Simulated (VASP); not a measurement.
# BiTe (F-43m) in VASP: further runs

Aim: see how the results for BiTe move with the level of theory and the settings. Levels: PBE, PBEsol. Tasks: single point.

Program: VASP 6.6.1. These are calculated values, not measurements. Logs are shortened: lines on timing, memory, paths and dates and some standing lists are left out, and cuts for length are marked.

## (1) The cell of the first run

The structure is cubic, space group F-43m (No. 216). The conventional cell has a = 7.250 Å, b = 7.250 Å, c = 7.250 Å, α = 90.00°, β = 90.00°, γ = 90.00°. Bi (site symmetry -43m) has 4 Te at 3.14 Å within 4.1 Å. Within 4.1 Å of Te (site symmetry -43m) lie 4 Bi at 3.14 Å.

## (2) Single point, PBE

INCAR reads:

```
ALGO = Normal
EDIFF = 1E-6
ENCUT = 520
GGA = PE
ISIF = 2
ISMEAR = 0
LASPH = True
LCHARG = True
LELF = True
LREAL = False
LVHAR = True
LWAVE = False
NBANDS = 18
NELM = 100
PREC = Accurate
SIGMA = 0.05
```

KPOINTS reads:

```
k-points
0
Gamma
  8 8 8
```

POSCAR reads:

```
BiTe
1.0
    0.0000000000      3.6248594326      3.6248594326
    3.6248594326      0.0000000000      3.6248594326
    3.6248594326      3.6248594326      0.0000000000
Bi Te
1 1
Direct
    0.0000000000      0.0000000000      0.0000000000
    0.2500000000      0.2500000000      0.2500000000
```

Potentials or basis: VASP PAW PBE potentials, release 64 (Bi_d, Te).

Run with:

```bash
> cat potpaw_PBE.64/Bi_d/POTCAR potpaw_PBE.64/Te/POTCAR > POTCAR
> mpirun -np 1 vasp_std > vasp.out
```

OUTCAR:

```text
EDIFF = 1E-6
   ENCUT = 520
   GGA = PE
   ISIF = 2
   ISMEAR = 0
   LASPH = True
   LREAL = False
   NELM = 100
   PREC = Accurate

 ion  position               nearest neighbor table
   1  0.000  0.000  0.000-   2 3.14   2 3.14   2 3.14   2 3.14
   2  0.250  0.250  0.250-   1 3.14   1 3.14   1 3.14   1 3.14

  LATTYP: Found a face centered cubic cell.
 ALAT       =     7.2497188652

  Lattice vectors:

 A1 = (   0.0000000000,   3.6248594326,   3.6248594326)
 A2 = (   3.6248594326,   0.0000000000,   3.6248594326)
 A3 = (   3.6248594326,   3.6248594326,   0.0000000000)

Analysis of symmetry for initial positions (statically):
=====================================================================
 Subroutine PRICEL returns:
 Original cell was already a primitive cell.

 Routine SETGRP: Setting up the symmetry group for a
 face centered cubic supercell.

 Subroutine GETGRP returns: Found 24 space group operations
 (whereof 24 operations were pure point group operations)
 out of a pool of 48 trial point group operations.

The static configuration has the point symmetry T_d .

Analysis of symmetry for dynamics (positions and initial velocities):
=====================================================================
 Subroutine PRICEL returns:
 Original cell was already a primitive cell.

 Routine SETGRP: Setting up the symmetry group for a
 face centered cubic supercell.

 Subroutine GETGRP returns: Found 24 space group operations
 (whereof 24 operations were pure point group operations)
 out of a pool of 48 trial point group operations.

The dynamic configuration has the point symmetry T_d .

 Subroutine INISYM returns: Found 24 space group operations
 (whereof 24 operations are pure point group operations),
 and found     1 'primitive' translations

----------------------------------------------------------------------------------------

                                     Primitive cell

  volume of cell :      95.2584

  direct lattice vectors                    reciprocal lattice vectors
     0.000000000  3.624859433  3.624859433    -0.137936383  0.137936383  0.137936383
     3.624859433  0.000000000  3.624859433     0.137936383 -0.137936383  0.137936383
     3.624859433  3.624859433  0.000000000     0.137936383  0.137936383 -0.137936383

  length of vectors
     5.126325371  5.126325371  5.126325371     0.238912824  0.238912824  0.238912824

  position of ions in fractional coordinates (direct lattice)
     0.000000000  0.000000000  0.000000000
     0.250000000  0.250000000  0.250000000

  ion indices of the primitive-cell ions
   primitive index   ion index
                 1           1
                 2           2

----------------------------------------------------------------------------------------

 KPOINTS: k-points

Automatic generation of k-mesh.
 Grid dimensions read from file:
 generate k-points for:    8    8    8

 Generating k-lattice:

  Cartesian coordinates                     Fractional coordinates (reciprocal lattice)
    -0.017242048  0.017242048  0.017242048     0.125000000  0.000000000  0.000000000
     0.017242048 -0.017242048  0.017242048     0.000000000  0.125000000  0.000000000
     0.017242048  0.017242048 -0.017242048     0.000000000  0.000000000  0.125000000

  Length of vectors
     0.029864103  0.029864103  0.029864103

  Shift w.r.t. Gamma in fractional coordinates (k-lattice)
     0.000000000  0.000000000  0.000000000

 Subroutine IBZKPT returns following result:
 ===========================================

 Found     29 irreducible k-points:

 Following reciprocal coordinates:
            Coordinates               Weight
  0.000000  0.000000  0.000000      1.000000
  0.125000  0.000000  0.000000      8.000000
  0.250000  0.000000  0.000000      8.000000
  0.375000  0.000000  0.000000      8.000000
  0.500000  0.000000  0.000000      4.000000
  0.125000  0.125000  0.000000      6.000000
[... 16 lines left out ...]
  0.500000  0.250000  0.125000     48.000000
 -0.375000  0.250000  0.125000     24.000000
 [... further k-points ...]
   k-points           NKPTS =     29   k-points in BZ     NKDIM =     29   number of bands    NBANDS=     18
   number of dos      NEDOS =    301   number of ions     NIONS =      2
   total plane-waves  NPLWV =  64000
   dimension x,y,z NGX =    40 NGY =   40 NGZ =   40
   dimension x,y,z NGXF=    80 NGYF=   80 NGZF=   80
   ions per type =               1   1
   NGX,Y,Z   is equivalent  to a cutoff of  12.97, 12.97, 12.97 a.u.
   NGXF,Y,Z  is equivalent  to a cutoff of  25.94, 25.94, 25.94 a.u.
 SYSTEM =  unknown system
   PREC   = accura    normal or accurate (medium, high low for compatibility)
   ISTART =      0    job   : 0-new  1-cont  2-samecut
   ICHARG =      2    charge: 1-file 2-atom 10-const
   ISPIN  =      1    spin polarized calculation?
   LNONCOLLINEAR =      F non collinear calculations
   LSORBIT =      F    spin-orbit coupling
   LASPH  =      T    aspherical Exc in radial PAW
   ENCUT  =  520.0 eV  38.22 Ry    6.18 a.u.   9.53  9.53  9.53*2*pi/ulx,y,z
   NELM   =    100;   NELMIN=  2; NELMDL= -5     # of ELM steps
   EDIFF  = 0.1E-05   stopping-criterion for ELM
   LREAL  =      F    real-space projection
   EDIFFG = 0.1E-04   stopping-criterion for IOM
   NSW    =      0    number of steps for IOM
   IBRION =     -1    ionic relax: 0-MD 1-quasi-New 2-CG
   NFREE  =      0    steps in history (QN), initial steepest desc. (CG)
   ISIF   =      2    stress and relaxation
   ISYM   =      2    0-nonsym 1-usesym 2-fastsym
   POTIM  = 0.5000    time-step for ionic-motion
   TEBEG  =    0.0;   TEEND  =   0.0 temperature during run
   PSTRESS=    0.0 pullay stress
   NELECT =      21.0000    total number of electrons
   NUPDOWN=      -1.0000    fix difference up-down
   EMIN   =  10.00;   EMAX   =-10.00  energy-range for DOS
   EFERMI =   0.00;   METHOD = LEGACY
   ISMEAR =     0;   SIGMA  =   0.05  broadening in eV -4-tet -1-fermi 0-gaus
   EFERMI_NEDOS =   21; number of points for ismear=-14 and -15
   IALGO  =     38    algorithm
   IMIX   =      4    mixing-type and parameters
     AMIX     =   0.40;   BMIX     =  1.00
     AMIX_MAG =   1.60;   BMIX_MAG =  1.00
  volume/ion in A,a.u.               =      47.63       321.42
  Fermi-wavevector in a.u.,A,eV,Ry     =   0.988963  1.868869 13.307151  0.978048
  Thomas-Fermi vector in A             =   2.120528
   LORBIT       =      0    0 simple, 1 ext, 2 COOP (PROOUT), +10 PAW based schemes
   GGA     = PE    functional components
   LHFCALC =     F    Hartree Fock is set to
   AEXX    =    0.0000 exact exchange contribution
   IVDW    =     0    specifies the selected vdW correction
   LEPSILON=     F    determine dielectric tensor
   LRPA    =     F    only Hartree local field effects (RPA)
 non-spin polarized calculation
 Gauss-broadening in eV      SIGMA  =   0.05
  energy-cutoff  :      520.00
  volume of cell :       95.26
 maximum number of plane-waves:      2637
 NGX is ok and might be reduce to    40
   NGX = 19   NGY = 19   NGZ = 19

 number of electron      20.9999994 magnetization

 Free energy of the ion-electron system (eV)
  ---------------------------------------------------
  ext. energy  EPLUGINS =         0.00000000
  ---------------------------------------------------
  free energy    TOTEN  =        -6.67652128 eV

  energy without entropy =       -6.67277244  energy(sigma->0) =       -6.67464686

 E-fermi :   3.7883     XC(G=0):  -7.7146

 val. band max:        3.7851274672   @ k =  -0.2500   0.5000   0.2500
 cond. band min:       3.7997171518   @ k =   0.1250   0.0000   0.0000
 fundamental gap:      0.0145896846
 Fermi energy:         3.7882753340

 k-point     1 :       0.0000    0.0000    0.0000
  band No.  band energies     occupation
      1     -19.6514      2.00000
      2     -19.6514      2.00000
      3     -19.6514      2.00000
      4     -19.6411      2.00000
      5     -19.6411      2.00000
      6      -9.2784      2.00000
[... 10 lines left out ...]
     17      10.7917      0.00000
     18      10.7917      0.00000

 k-point     2 :       0.1250    0.0000    0.0000
  band No.  band energies     occupation
      1     -19.6516      2.00000
      2     -19.6511      2.00000
      3     -19.6511      2.00000
      4     -19.6410      2.00000
      5     -19.6410      2.00000
      6      -9.1926      2.00000
[... 10 lines left out ...]
     17      10.4366      0.00000
     18      11.5819      0.00000

 k-point     3 :       0.2500    0.0000    0.0000
  band No.  band energies     occupation
      1     -19.6520      2.00000
      2     -19.6505      2.00000
      3     -19.6505      2.00000
      4     -19.6409      2.00000
      5     -19.6409      2.00000
      6      -8.9525      2.00000
[... 10 lines left out ...]
     17      10.2397      0.00000
     18      12.9843      0.00000

 k-point     4 :       0.3750    0.0000    0.0000
  band No.  band energies     occupation
      1     -19.6525      2.00000
      2     -19.6500      2.00000
      3     -19.6500      2.00000
      4     -19.6408      2.00000
      5     -19.6408      2.00000
      6      -8.6342      2.00000
[... 10 lines left out ...]
     17      10.0851      0.00000
     18      12.3688      0.00000

 k-point     5 :       0.5000    0.0000    0.0000
  band No.  band energies     occupation
      1     -19.6527      2.00000
      2     -19.6498      2.00000
      3     -19.6498      2.00000
      4     -19.6407      2.00000
      5     -19.6407      2.00000
      6      -8.4566      2.00000
[... 10 lines left out ...]
     17       9.9924      0.00000
     18      11.4150      0.00000

 k-point     6 :       0.1250    0.1250    0.0000
  band No.  band energies     occupation
      1     -19.6519      2.00000
      2     -19.6509      2.00000
      3     -19.6509      2.00000
      4     -19.6411      2.00000
      5     -19.6409      2.00000
      6      -9.1628      2.00000
[... 10 lines left out ...]
     17      11.1046      0.00000
     18      11.1046      0.00000

 k-point     7 :       0.2500    0.1250    0.0000
  band No.  band energies     occupation
      1     -19.6524      2.00000
      2     -19.6504      2.00000
      3     -19.6503      2.00000
      4     -19.6412      2.00000
      5     -19.6408      2.00000
      6      -8.9696      2.00000
[... 10 lines left out ...]
     17      10.8458      0.00000
     18      12.0699      0.00000

 k-point     8 :       0.3750    0.1250    0.0000
  band No.  band energies     occupation
      1     -19.6528      2.00000
      2     -19.6499      2.00000
      3     -19.6497      2.00000
      4     -19.6411      2.00000
      5     -19.6406      2.00000
      6      -8.6611      2.00000
[... 10 lines left out ...]
     17      10.5863      0.00000
     18      12.2936      0.00000
[... 229 lines left out ...]
     17      11.8486      0.00000
     18      11.9675      0.00000

 k-point    20 :      -0.3750    0.3750    0.0000
  band No.  band energies     occupation
      1     -19.6541      2.00000
      2     -19.6487      2.00000
      3     -19.6484      2.00000
      4     -19.6415      2.00000
      5     -19.6404      2.00000
      6      -7.8535      2.00000
[... 10 lines left out ...]
     17      12.3432      0.00000
     18      12.6226      0.00000

 k-point    21 :       0.5000    0.5000    0.0000
  band No.  band energies     occupation
      1     -19.6552      2.00000
      2     -19.6479      2.00000
      3     -19.6479      2.00000
      4     -19.6419      2.00000
      5     -19.6400      2.00000
      6      -7.6661      2.00000
[... 10 lines left out ...]
     17      11.3666      0.00000
     18      11.5085      0.00000

 k-point    22 :       0.3750    0.2500    0.1250
  band No.  band energies     occupation
      1     -19.6530      2.00000
      2     -19.6499      2.00000
      3     -19.6496      2.00000
      4     -19.6413      2.00000
      5     -19.6406      2.00000
      6      -8.7330      2.00000
[... 10 lines left out ...]
     17      11.4982      0.00000
     18      11.8711      0.00000

 k-point    23 :       0.5000    0.2500    0.1250
  band No.  band energies     occupation
      1     -19.6532      2.00000
      2     -19.6496      2.00000
      3     -19.6491      2.00000
      4     -19.6412      2.00000
      5     -19.6406      2.00000
      6      -8.4080      2.00000
[... 10 lines left out ...]
     17      10.8525      0.00000
     18      12.3102      0.00000

 k-point    24 :      -0.3750    0.2500    0.1250
  band No.  band energies     occupation
      1     -19.6533      2.00000
      2     -19.6495      2.00000
      3     -19.6489      2.00000
      4     -19.6411      2.00000
      5     -19.6406      2.00000
      6      -8.2133      2.00000
[... 10 lines left out ...]
     17      10.5532      0.00000
     18      12.3049      0.00000

 [... further k-points ...]
[... 5 lines left out ...]
  --------------------------------------------------------------------------------------
  -------------------------------------------------------------------------------------
  Total       -0.0526387     -0.0526387     -0.0526387      0.0000000     -0.0000000      0.0000000
  in kB       -0.8853436     -0.8853436     -0.8853436      0.0000000     -0.0000000      0.0000000
  external PRESSURE =      -0.8853436 kB  Pullay stress =       0.0000000 kB

 VOLUME and BASIS-vectors are now :
 -----------------------------------------------------------------------------
  energy-cutoff  :      520.00
  volume of cell :       95.26
      direct lattice vectors                 reciprocal lattice vectors
     0.000000000  3.624859433  3.624859433    -0.137936383  0.137936383  0.137936383
     3.624859433  0.000000000  3.624859433     0.137936383 -0.137936383  0.137936383
     3.624859433  3.624859433  0.000000000     0.137936383  0.137936383 -0.137936383

 POSITION                                       TOTAL-FORCE (eV/Angst)
 -----------------------------------------------------------------------------------
      0.00000      0.00000      0.00000        -0.000000     -0.000000      0.000000
      1.81243      1.81243      1.81243         0.000000      0.000000     -0.000000
 -----------------------------------------------------------------------------------
    total drift:                               -0.000000     -0.000000     -0.000000

  FREE ENERGIE OF THE ION-ELECTRON SYSTEM (eV)
  ---------------------------------------------------
  free  energy   TOTEN  =        -6.6765212751 eV

  energy  without entropy=       -6.6727724399  energy(sigma->0) =       -6.67464686
```

Run time: 40 s. Hardware: 1 thread of Intel Xeon Platinum 8259CL at 2.50GHz (Skylake/Cascade Lake), shared host; peak memory 0.25 GiB.

Results:

| Quantity | Value |
| --- | --- |
| Free energy | -6.6765 eV |
| Pressure | -0.1 GPa |

Caveat: spin-orbit coupling is left out, which moves the levels of the heavy elements.

## (3) Single point, PBE

INCAR reads:

```
SYSTEM = BiTe
ALGO = Normal
EDIFF = 1E-6
ENCUT = 520
GGA = PE
ISIF = 2
ISMEAR = 0
LASPH = .True.
LCHARG = .False.
LREAL = .False.
LWAVE = .False.
NBANDS = 18
NELM = 60
PREC = Accurate
SIGMA = 0.05
```

KPOINTS reads:

```
k-points
0
Gamma
  8 8 8
  0 0 0
```

POSCAR reads:

```
BiTe
1.0
    0.0000000000      3.6227637705      3.6227637705
    3.6227637705      0.0000000000      3.6227637705
    3.6227637705      3.6227637705      0.0000000000
Bi Te
1 1
Direct
    0.0000000000      0.0000000000      0.0000000000
    0.2500000000      0.2500000000      0.2500000000
```

Potentials or basis: VASP PAW PBE potentials, release 64 (Bi_d, Te).

Run with:

```bash
> cat potpaw_PBE.64/Bi_d/POTCAR potpaw_PBE.64/Te/POTCAR > POTCAR
> mpirun -np 1 vasp_std > vasp.out
```

It took 39 s on 1 thread of Intel Xeon Platinum 8259CL at 2.50GHz (Skylake/Cascade Lake), shared host; peak memory 0.25 GiB.

It converged, with:

```
Free energy : -6.6765 eV
Pressure    : 0.0 GPa
```

Levels at points of the mesh, in eV from the Fermi level:
```tsv
k point	band 8	band 9	band 10	band 11	band 12	band 13	band 14	band 15
(0.00, 0.00, 0.00)	-2.73	-2.73	-2.73	-0.17	-0.17	-0.17	3.01	5.96
(0.50, 0.00, 0.00)	-3.36	-3.33	-3.33	0.74	0.74	2.12	4.83	5.53
(0.50, 0.50, 0.00)	-4.01	-4.01	-1.86	-0.99	2.66	2.66	4.68	5.45
```

Caveat: spin-orbit coupling is left out, which moves the levels of the heavy elements.

[end of part 1 of 2]
